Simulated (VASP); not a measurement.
Input of a VASP 6.6.1 run:

File INCAR:

```
  PREC = Accurate
  ENCUT = 520
  EDIFF = 1E-6
  ISMEAR = 0
  SIGMA = 0.05
  LREAL = F
  LASPH = T
  NELM = 60
  ALGO = Normal
  ISIF = 2
  LWAVE = F
  LCHARG = F
  GGA = PE
  NBANDS = 18
```

KPOINTS

```
Automatic mesh
0
Gamma
  9 9 6
```

Contents of POSCAR:

```
LiF
1.0
    3.3456819067      0.0000000000      0.0000000000
   -1.6728409533      2.8974455242      0.0000000000
    0.0000000000      0.0000000000      4.7926893314
Li F
2 2
Direct
    0.3333333333      0.6666666667      0.3810713234
    0.6666666667      0.3333333333      0.8810713234
    0.3333333333      0.6666666667      0.9939266766
    0.6666666667      0.3333333333      0.4939266766
```

Potentials or basis: VASP PAW PBE potentials, release 64 (Li_sv, F).

The run is started by

```bash
$ cat potpaw_PBE.64/Li_sv/POTCAR potpaw_PBE.64/F/POTCAR > POTCAR
$ mpirun -np 1 vasp_std > vasp.out
```

Question: Predict the largest force.

Answer: 0.209 eV/Å.

Question: Estimate the band gap on the k mesh.

Answer: 6.97 eV, direct.

Forces in eV/Å, atoms in the order of the input:
```
Li   0.000  0.000  0.209
Li   0.000  0.000  0.209
F    0.000  0.000 -0.209
F    0.000  0.000 -0.209
```

 A k mesh can miss the band edges.
